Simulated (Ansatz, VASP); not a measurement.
## ZnS in VASP and in Ansatz

The input INCAR:

```
SYSTEM = ZnS
PREC = Accurate
ENCUT = 520
EDIFF = 1E-6
ISMEAR = 0
SIGMA = 0.01
LREAL = .False.
LASPH = .True.
NELM = 100
ALGO = Normal
ISIF = 2
LWAVE = .False.
LCHARG = .False.
GGA = CA
NBANDS = 26
```

File KPOINTS:

```
regular mesh
0
Gamma
  9 9 6
  0 0 0
```

Contents of POSCAR:

```
ZnS
1.0
    3.7822379936      0.0000000000      0.0000000000
   -1.8911189968      3.2755141856      0.0000000000
    0.0000000000      0.0000000000      6.2081825480
Zn S
2 2
Direct
    0.3333333333      0.6666666667     -0.0184436468
    0.6666666667      0.3333333333      0.4815563532
    0.3333333333      0.6666666667      0.3934436468
    0.6666666667      0.3333333333      0.8934436468
```

Input for Ansatz:

```yaml
crystal:
  lattice:
    - [3.7822379936, 0.0, 0.0]
    - [-1.8911189968, 3.2755141856, 0.0]
    - [0.0, 0.0, 6.208182548]
  atoms:
    - { symbol: Zn, position: [0.3333333333, 0.6666666667, -0.0184436468] }
    - { symbol: Zn, position: [0.6666666667, 0.3333333333, 0.4815563532] }
    - { symbol: S, position: [0.3333333333, 0.6666666667, 0.3934436468] }
    - { symbol: S, position: [0.6666666667, 0.3333333333, 0.8934436468] }
basis:
  ecutwfc: 420
  xc_grid: 2
kpoints:
  mp_grid: { grid: [9, 9, 6] }
hamiltonian:
  xc: lda
  pseudopotentials: { kind: paw, azcp: { folder: soft_1 } }
scf:
  occupations: { method: fixed }
output:
  forces: true
  stress: true
  eigenvalues: true
  polarization: {}
```

Change from the starting cell: polar distortion scaled by 0.70.

Alike in both runs: task single point; functional LDA; k mesh 9 × 9 × 6; no spin polarisation.

```csv
,VASP,Ansatz
version,VASP 6.6.1,Ansatz 0.2.0
potentials or method,"VASP PAW LDA potentials, release 64 (Zn, S), cutoff 520 eV","scalar-relativistic, plane waves, PAW"
occupations,"gaussian, width 0.01 eV",fixed
valence electrons in the cell,36,36
```

VASP gave:

- gap on the k mesh at the Fermi level (eV): 2.15
- least direct gap on the mesh (eV): 2.15
- pressure (GPa): -0.9
- traceless stress, the component that is largest in VASP (GPa): -3.75
- rms of the force components (eV/Å): 0.447

Problem. Which values does Ansatz return?

Solution. gap on the k mesh at the Fermi level (eV): 2.12; least direct gap on the mesh (eV): 2.12; pressure (GPa): -1.1; traceless stress, the component that is largest in VASP (GPa): -3.65; rms of the force components (eV/Å): 0.441.

Ansatz warns that its potentials were made for another functional, while VASP's fit it. LDA's correlation is that of Perdew and Zunger in VASP and of Perdew and Wang (1992) in Ansatz. Atom by atom the forces differ by 0.006 eV/Å (rms over components).
